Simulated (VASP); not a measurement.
# MgO (P1) in VASP: relaxation of cell and atoms with r2SCAN

Aim: the relaxation of cell and atoms of MgO with r2SCAN.

Program: VASP 6.6.1. These are calculated values, not measurements. Logs are shortened: lines on timing, memory, paths and dates and some standing lists are left out, and cuts for length are marked.

## (1) The cell of the first run

The typed cell holds 4 atoms: a = 3.289 Å, b = 3.289 Å, c = 5.032 Å, α = 90.00°, β = 90.00°, γ = 120.00°.

## (2) Relaxation of cell and atoms, r2SCAN

Contents of POSCAR:

```
MgO
1.0
    3.2888257900      0.0000000000      0.0000000000
   -1.6444128950      2.8482066827      0.0000000000
    0.0000000000      0.0000000000      5.0322560468
Mg O
2 2
Direct
    0.3067411198      0.6090185807      0.0199651440
    0.5475004032      0.3145833182      0.4881269668
    0.4172776694      0.7139537008      0.3694977650
    0.7284808076      0.3624444003      0.9316101242
```

Contents of INCAR.step1:

```
SYSTEM = MgO
PREC     = Accurate       ! precision mode
ENCUT    = 600            ! plane-wave cutoff, eV
ISMEAR   = 0              ! smearing method
SIGMA    = 0.05           ! smearing width, eV
LREAL    = .FALSE.        ! projectors in reciprocal space
LASPH    = .TRUE.         ! aspherical terms in the spheres
NELM     = 100            ! most SCF steps
GGA      = PE             ! functional
ALGO     = Normal         ! electronic algorithm
EDIFF    = 1E-4           ! SCF threshold, eV
LWAVE    = .TRUE.         ! write WAVECAR
LCHARG   = .FALSE.        ! write CHGCAR
```

Contents of INCAR.step2:

```
SYSTEM = MgO
PREC     = Accurate       ! precision mode
ENCUT    = 600            ! plane-wave cutoff, eV
EDIFF    = 1E-6           ! SCF threshold, eV
ISMEAR   = 0              ! smearing method
SIGMA    = 0.05           ! smearing width, eV
LREAL    = .FALSE.        ! projectors in reciprocal space
LASPH    = .TRUE.         ! aspherical terms in the spheres
NELM     = 100            ! most SCF steps
ALGO     = Normal         ! electronic algorithm
ISIF     = 3              ! what is computed and relaxed
LWAVE    = .FALSE.        ! write WAVECAR
LCHARG   = .FALSE.        ! write CHGCAR
METAGGA  = R2SCAN         ! meta-GGA
LMIXTAU  = .TRUE.       
IBRION   = 2              ! ionic algorithm
NSW      = 100            ! ionic steps
EDIFFG   = -0.01          ! ionic threshold
ISTART   = 1
```

Contents of KPOINTS:

```
regular mesh
0
G
  6 6 4
  0 0 0
```

Potentials or basis: VASP PAW PBE potentials, release 64 (Mg, O).

Command:

```console
> cat potpaw_PBE.64/Mg/POTCAR potpaw_PBE.64/O/POTCAR > POTCAR
> cp INCAR.step1 INCAR
> mpirun -np 1 vasp_std > vasp.out
> cp INCAR.step2 INCAR
> mpirun -np 1 vasp_std > vasp.out
```

OUTCAR:

```text
SYSTEM = MgO
   PREC = Accurate
   ENCUT = 600
   EDIFF = 1E-6
   ISMEAR = 0
   LREAL = .FALSE.
   LASPH = .TRUE.
   NELM = 100
   ISIF = 3
   METAGGA = R2SCAN
   IBRION = 2
   NSW = 100
   EDIFFG = -0.01
   ISTART = 1

 ion  position               nearest neighbor table
   1  0.307  0.609  0.020-   4 1.71   3 1.79   4 1.98   4 2.20   2 2.81   2 3.08   2 3.12   2 3.21
                             2 3.37   2 3.45
   2  0.548  0.315  0.488-   3 1.68   3 1.90   4 2.29   3 2.55   1 2.81   1 3.08   1 3.12   1 3.21
                             1 3.37   1 3.45
   3  0.417  0.714  0.369-   2 1.68   1 1.79   2 1.90   2 2.55
   4  0.728  0.362  0.932-   1 1.71   1 1.98   1 2.20   2 2.29

  LATTYP: Found a hexagonal cell.
 ALAT       =     3.2888257900
 C/A-ratio  =     1.5301072079

  Lattice vectors:

 A1 = (   3.2888257900,   0.0000000000,   0.0000000000)
 A2 = (  -1.6444128950,   2.8482066827,   0.0000000000)
 A3 = (   0.0000000000,   0.0000000000,   5.0322560468)

Analysis of symmetry for initial positions (statically):
=====================================================================
 Subroutine PRICEL returns:
 Original cell was already a primitive cell.

 Routine SETGRP: Setting up the symmetry group for a
 hexagonal supercell.

 Subroutine GETGRP returns: Found  1 space group operations
 (whereof  1 operations were pure point group operations)
 out of a pool of 24 trial point group operations.

The static configuration has the point symmetry C_1 .

Analysis of symmetry for dynamics (positions and initial velocities):
=====================================================================
 Subroutine PRICEL returns:
 Original cell was already a primitive cell.

 Routine SETGRP: Setting up the symmetry group for a
 hexagonal supercell.

 Subroutine GETGRP returns: Found  1 space group operations
 (whereof  1 operations were pure point group operations)
 out of a pool of 24 trial point group operations.

The dynamic configuration has the point symmetry C_1 .

 Subroutine INISYM returns: Found  1 space group operations
 (whereof  1 operations are pure point group operations),
 and found     1 'primitive' translations

----------------------------------------------------------------------------------------

                                     Primitive cell

  volume of cell :      47.1384

  direct lattice vectors                    reciprocal lattice vectors
     3.288825790  0.000000000  0.000000000     0.304059888  0.175549058  0.000000000
    -1.644412895  2.848206683  0.000000000     0.000000000  0.351098116  0.000000000
     0.000000000  0.000000000  5.032256047     0.000000000  0.000000000  0.198718028

  length of vectors
     3.288825790  3.288825790  5.032256047     0.351098116  0.351098116  0.198718028

  position of ions in fractional coordinates (direct lattice)
     0.306741120  0.609018581  0.019965144
     0.547500403  0.314583318  0.488126967
     0.417277669  0.713953701  0.369497765
     0.728480808  0.362444400  0.931610124

  ion indices of the primitive-cell ions
   primitive index   ion index
                 1           1
                 2           2
                 3           3
                 4           4

----------------------------------------------------------------------------------------

 KPOINTS: regular mesh

Automatic generation of k-mesh.
 Grid dimensions read from file:
 generate k-points for:    6    6    4

 Generating k-lattice:

  Cartesian coordinates                     Fractional coordinates (reciprocal lattice)
     0.050676648  0.029258176  0.000000000     0.166666667  0.000000000  0.000000000
     0.000000000  0.058516353  0.000000000     0.000000000  0.166666667  0.000000000
     0.000000000  0.000000000  0.049679507     0.000000000  0.000000000  0.250000000

  Length of vectors
     0.058516353  0.058516353  0.049679507

  Shift w.r.t. Gamma in fractional coordinates (k-lattice)
     0.000000000  0.000000000  0.000000000

 Subroutine IBZKPT returns following result:
 ===========================================

 Found     76 irreducible k-points:

 Following reciprocal coordinates:
            Coordinates               Weight
  0.000000  0.000000  0.000000      1.000000
  0.166667  0.000000  0.000000      2.000000
  0.000000  0.166667  0.000000      2.000000
 -0.166667  0.166667  0.000000      2.000000
  0.333333  0.000000  0.000000      2.000000
  0.000000  0.333333  0.000000      2.000000
[... 16 lines left out ...]
  0.000000  0.166667  0.250000      2.000000
 -0.166667  0.166667  0.250000      2.000000
 [... further k-points ...]
   k-points           NKPTS =     76   k-points in BZ     NKDIM =     76   number of bands    NBANDS=     12
   number of dos      NEDOS =    301   number of ions     NIONS =      4
   total plane-waves  NPLWV =  31360
   dimension x,y,z NGX =    28 NGY =   28 NGZ =   40
   dimension x,y,z NGXF=    56 NGYF=   56 NGZF=   80
   ions per type =               2   2
   NGX,Y,Z   is equivalent  to a cutoff of  14.15, 14.15, 13.21 a.u.
   NGXF,Y,Z  is equivalent  to a cutoff of  28.31, 28.31, 26.43 a.u.
 SYSTEM =  MgO
   PREC   = accura    normal or accurate (medium, high low for compatibility)
   ISTART =      1    job   : 0-new  1-cont  2-samecut
   ICHARG =      0    charge: 1-file 2-atom 10-const
   ISPIN  =      1    spin polarized calculation?
   LNONCOLLINEAR =      F non collinear calculations
   LSORBIT =      F    spin-orbit coupling
   LASPH  =      T    aspherical Exc in radial PAW
   ENCUT  =  600.0 eV  44.10 Ry    6.64 a.u.   6.57  6.57 10.05*2*pi/ulx,y,z
   NELM   =    100;   NELMIN=  2; NELMDL=  0     # of ELM steps
   EDIFF  = 0.1E-05   stopping-criterion for ELM
   LREAL  =      F    real-space projection
   EDIFFG = -.1E-01   stopping-criterion for IOM
   NSW    =    100    number of steps for IOM
   IBRION =      2    ionic relax: 0-MD 1-quasi-New 2-CG
   NFREE  =      1    steps in history (QN), initial steepest desc. (CG)
   ISIF   =      3    stress and relaxation
   ISYM   =      2    0-nonsym 1-usesym 2-fastsym
   POTIM  = 0.5000    time-step for ionic-motion
   TEBEG  =    0.0;   TEEND  =   0.0 temperature during run
   PSTRESS=    0.0 pullay stress
   NELECT =      16.0000    total number of electrons
   NUPDOWN=      -1.0000    fix difference up-down
   EMIN   =  10.00;   EMAX   =-10.00  energy-range for DOS
   EFERMI =   0.00;   METHOD = LEGACY
   ISMEAR =     0;   SIGMA  =   0.05  broadening in eV -4-tet -1-fermi 0-gaus
   EFERMI_NEDOS =   21; number of points for ismear=-14 and -15
   IALGO  =     38    algorithm
   IMIX   =      4    mixing-type and parameters
     AMIX     =   0.40;   BMIX     =  1.00
     AMIX_MAG =   1.60;   BMIX_MAG =  1.00
  volume/ion in A,a.u.               =      11.78        79.53
  Fermi-wavevector in a.u.,A,eV,Ry     =   1.141975  2.158019 17.743440  1.304106
  Thomas-Fermi vector in A             =   2.278674
   LORBIT       =      0    0 simple, 1 ext, 2 COOP (PROOUT), +10 PAW based schemes
   METAGGA = R2SCAN    functional components
   LHFCALC =     F    Hartree Fock is set to
   AEXX    =    0.0000 exact exchange contribution
   IVDW    =     0    specifies the selected vdW correction
   LEPSILON=     F    determine dielectric tensor
   LRPA    =     F    only Hartree local field effects (RPA)
 conjugate gradient relaxation of ions
 non-spin polarized calculation
 Gauss-broadening in eV      SIGMA  =   0.05
  energy-cutoff  :      600.00
  volume of cell :       47.14
 maximum number of plane-waves:      1604
 NGX is ok and might be reduce to    28
   NGX = 13   NGY = 13   NGZ = 21

--------------------------------------- Ionic step        1  -------------------------------------------

 number of electron      15.9999999 magnetization

 Free energy of the ion-electron system (eV)
  ---------------------------------------------------
  ext. energy  EPLUGINS =         0.00000000
  ---------------------------------------------------
  free energy    TOTEN  =       -29.71506262 eV

  energy without entropy =      -29.71506262  energy(sigma->0) =      -29.71506262

------------------------ aborting loop because EDIFF is reached ----------------------------------------

  FORCE on cell =-STRESS in cart. coord.  units (eV):
  Direction    XX          YY          ZZ          XY          YZ          ZX
  --------------------------------------------------------------------------------------
  -------------------------------------------------------------------------------------
  Total        7.2293581      4.1964150      4.1643796     -2.1410349     -0.4433860      3.4727684
  in kB      245.7170092    142.6309939    141.5421522    -72.7711486    -15.0701447    118.0351347
  external PRESSURE =     176.6300518 kB  Pullay stress =       0.0000000 kB
[... 95 lines left out ...]
  FREE ENERGIE OF THE ION-ELECTRON SYSTEM (eV)
  ---------------------------------------------------
  free  energy   TOTEN  =       -30.8554581941 eV

  energy  without entropy=      -30.8554581941  energy(sigma->0) =      -30.85545819

 E-fermi :   0.6543     XC(G=0):  -9.8129

 val. band max:        0.3956363103   @ k =   0.0000   0.0000   0.0000
 cond. band min:       3.8821453028   @ k =   0.0000   0.0000   0.0000
 fundamental gap:      3.4865089924
 Fermi energy:         0.6542553015

 k-point     1 :       0.0000    0.0000    0.0000
  band No.  band energies     occupation
      1     -16.6735      2.00000
      2     -15.9446      2.00000
      3      -2.7393      2.00000
      4      -0.6340      2.00000
      5      -0.2630      2.00000
      6      -0.1801      2.00000
      7       0.1658      2.00000
      8       0.3956      2.00000
      9       3.8821      0.00000
     10       8.8159      0.00000
     11      10.6203      0.00000
     12      14.0203      0.00000
[... 331 lines left out ...]
 k-point    24 :      -0.1667    0.1667    0.2500
  band No.  band energies     occupation
      1     -16.5120      2.00000
      2     -15.9759      2.00000
      3      -2.3375      2.00000
      4      -1.2559      2.00000
      5      -0.8095      2.00000
      6      -0.3642      2.00000
      7      -0.0918      2.00000
      8       0.2367      2.00000
      9       5.5293      0.00000
     10       8.3238      0.00000
     11      11.4855      0.00000
     12      12.5393      0.00000

 [... further k-points ...]

[... ionic steps 4 to 26 ...]

--------------------------------------- Ionic step       27  -------------------------------------------

 number of electron      15.9999996 magnetization

------------------------ aborting loop because EDIFF is reached ----------------------------------------
[... 71 lines left out ...]
--------------------------------------- Ionic step       29  -------------------------------------------

 number of electron      15.9999996 magnetization

 Free energy of the ion-electron system (eV)
  ---------------------------------------------------
  ext. energy  EPLUGINS =         0.00000000
  ---------------------------------------------------
  free energy    TOTEN  =       -31.86329805 eV

  energy without entropy =      -31.86329805  energy(sigma->0) =      -31.86329805

 E-fermi :   0.9864     XC(G=0): -10.2299

 val. band max:        0.7035693758   @ k =   0.0000   0.0000   0.0000
 cond. band min:       4.9445412870   @ k =   0.0000   0.0000   0.0000
 fundamental gap:      4.2409719113
 Fermi energy:         0.9863770907

 k-point     1 :       0.0000    0.0000    0.0000
  band No.  band energies     occupation
      1     -16.4689      2.00000
      2     -15.6986      2.00000
      3      -2.5585      2.00000
      4       0.0081      2.00000
      5       0.0108      2.00000
      6       0.3232      2.00000
      7       0.3250      2.00000
      8       0.7036      2.00000
      9       4.9445      0.00000
     10      10.1827      0.00000
     11      11.9197      0.00000
     12      15.9799      0.00000
[... 331 lines left out ...]
 k-point    24 :      -0.1667    0.1667    0.2500
  band No.  band energies     occupation
      1     -16.2406      2.00000
      2     -15.7582      2.00000
      3      -2.0703      2.00000
      4      -0.8056      2.00000
      5      -0.3510      2.00000
      6      -0.0885      2.00000
      7       0.2514      2.00000
      8       0.3857      2.00000
      9       6.6615      0.00000
     10       9.5797      0.00000
     11      12.8663      0.00000
     12      13.9135      0.00000

 [... further k-points ...]

------------------------ aborting loop because EDIFF is reached ----------------------------------------

  FORCE on cell =-STRESS in cart. coord.  units (eV):
  Direction    XX          YY          ZZ          XY          YZ          ZX
  --------------------------------------------------------------------------------------
  -------------------------------------------------------------------------------------
  Total       -0.0041764      0.0061748     -0.0179971      0.0006549      0.0089583      0.0070305
  in kB       -0.1427552      0.2110632     -0.6151620      0.0223853      0.3062053      0.2403101
  external PRESSURE =      -0.1822847 kB  Pullay stress =       0.0000000 kB
[... 19 lines left out ...]
  FREE ENERGIE OF THE ION-ELECTRON SYSTEM (eV)
  ---------------------------------------------------
  free  energy   TOTEN  =       -31.8632980503 eV

  energy  without entropy=      -31.8632980503  energy(sigma->0) =      -31.86329805

 reached required accuracy - stopping structural energy minimisation
```

Run time: 35 min. Hardware: 1 thread of AMD EPYC 9R45 (Zen 5), shared host; peak memory 0.2 GiB.

Results:

- Free energy: -31.8633 eV
- Relaxed volume: 11.72 Å³/atom
- Relaxed cell: a = 3.283 Å, b = 3.282 Å, c = 5.024 Å, α = 90.01°, β = 90.02°, γ = 120.02°
- Space group after relaxing (to 0.1 Å): P6_3mc (No. 186)
- Energy gained by relaxing: 537.1 meV/atom
- Ionic steps: 29
- Pressure after relaxing: 0.0 GPa
- Largest force after relaxing: 0.006 eV/Å
- Band gap on the k mesh: 4.24 eV

Forces in eV/Å, atoms in the order of the input:
```
Mg   0.000  0.000 -0.004
Mg   0.000 -0.002 -0.002
O    0.000  0.002  0.005
O    0.000  0.000  0.001
```

The path:
```
step  energy change (eV)  largest force (eV/Å)  pressure (GPa)  volume (Å³)
   1              0.0000                5.6226           17.66        47.14
   2             -0.3346                5.8765           -6.30        56.43
   3             -1.1404                2.8528           -2.86        51.16
   4             -1.1441                2.7635           -2.49        50.99
   5             -1.7064                1.2209           -8.66        51.32
   6             -1.7497                1.4462           -9.38        51.44
   7             -1.9875                1.2013            1.90        46.40
   8             -1.9930                1.2374            0.01        47.00
   9             -2.0856                0.3188            0.73        46.61
  10             -2.0864                0.3162            0.88        46.57
  11             -2.1161                0.2746            0.06        46.89
  12             -2.1212                0.4248           -0.39        47.10
  13             -2.1401                0.2240           -0.43        47.10
  14             -2.1439                0.1743           -0.44        47.09
  15             -2.1466                0.1028            0.28        46.82
  16             -2.1467                0.0695            0.16        46.87
  17             -2.1474                0.0483            0.00        46.92
  18             -2.1476                0.0653           -0.13        46.95
  19             -2.1480                0.0263           -0.07        46.92
  20             -2.1480                0.0267           -0.05        46.91
  21             -2.1481                0.0133            0.04        46.87
  22             -2.1481                0.0219            0.11        46.84
  23             -2.1482                0.0138           -0.01        46.88
  24             -2.1482                0.0141           -0.03        46.89
  25             -2.1482                0.0126           -0.09        46.90
  26             -2.1482                0.0124           -0.05        46.89
  27             -2.1482                0.0125           -0.04        46.89
  28             -2.1482                0.0125           -0.04        46.89
  29             -2.1482                0.0058           -0.02        46.87
```

Final structure:
```
Mg O
1.0
     3.28278   -0.00212    0.00171
    -1.64004    2.84286    0.00023
    -0.00448   -0.00434    5.02445
Mg O
2 2
Cartesian
  0.0009 1.8945 0.0255
  1.6396 0.9443 2.5381
  -0.0008 1.8924 2.0090
  1.6376 0.9424 4.5216
```

Levels at points of the mesh, in eV from the valence-band top:
```tsv
k point	band 4	band 5	band 6	band 7	band 8	band 9	band 10	band 11	band 12
(0.00, 0.00, 0.00)	-0.70	-0.69	-0.38	-0.38	0.00	4.24	9.48	11.22	15.28
(0.50, 0.00, 0.00)	-2.18	-1.72	-1.23	-0.79	-0.47	8.62	8.86	10.18	11.79
(0.00, 0.50, 0.00)	-2.18	-1.72	-1.23	-0.79	-0.47	8.62	8.86	10.18	11.79
(0.50, 0.50, 0.00)	-2.18	-1.72	-1.23	-0.79	-0.47	8.62	8.86	10.18	11.79
(0.00, 0.00, 0.50)	-1.98	-0.54	-0.54	-0.54	-0.54	6.76	6.76	14.23	14.24
(0.50, 0.00, 0.50)	-3.09	-0.87	-0.87	-0.71	-0.70	8.18	8.18	11.85	11.86
(0.00, 0.50, 0.50)	-3.09	-0.88	-0.88	-0.71	-0.70	8.18	8.18	11.85	11.86
(0.50, 0.50, 0.50)	-3.09	-0.87	-0.87	-0.70	-0.70	8.18	8.18	11.85	11.85
```

Caveat: the PAW data sets were made with another functional, which shifts forces and pressure a little.
